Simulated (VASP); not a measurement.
# Cd: single point with RPBE+D4

The system is Cd.

```xyz
1
Lattice="0.0000 2.2181 2.2181 2.2181 0.0000 2.2181 2.2181 2.2181 0.0000" Properties=species:S:1:pos:R:3 pbc="T T T"
Cd    0.0000    0.0000    0.0000
```

This isn't the form of Cd at room conditions, which is hcp.

```json
{
  "Program": "VASP 6.6.1",
  "Task": "single point",
  "Functional": "RPBE",
  "Dispersion": "D4",
  "Potentials or basis": "VASP PAW PBE potentials, release 64 (Cd)",
  "Cutoff": "500 eV",
  "k mesh": "10 × 10 × 10",
  "Occupations": "fermi-dirac, width 0.15 eV",
  "Spin": "no spin polarisation"
}
```

```json
{"Pressure": "-0.1 GPa", "Band gap on the k mesh": "zero (bands 6 and 7 overlap by 2.44 eV)", "Dispersion energy per atom": "-0.787 eV"}
```

Levels at points of the mesh, in eV from the Fermi level:
```csv
k point,band 3,band 4,band 5,band 6,band 7,band 8,band 9,band 10
"(0.00, 0.00, 0.00)",-9.29,-8.88,-8.84,-8.84,13.73,14.88,14.88,14.88
"(0.50, 0.00, 0.00)",-9.29,-8.47,-8.47,-2.43,-1.41,12.49,12.49,12.84
"(0.50, 0.50, 0.00)",-8.50,-8.38,-8.38,-0.91,1.30,6.71,6.71,10.89
```

Wall time 16 s on 1 thread of Intel(R) Xeon(R) Platinum 8259CL CPU @ 2.50GHz (Skylake/Cascade Lake), with other jobs on the host, peak memory 0.14 GiB.

Caveat: the PAW data sets were made with another functional, which shifts forces and pressure a little.
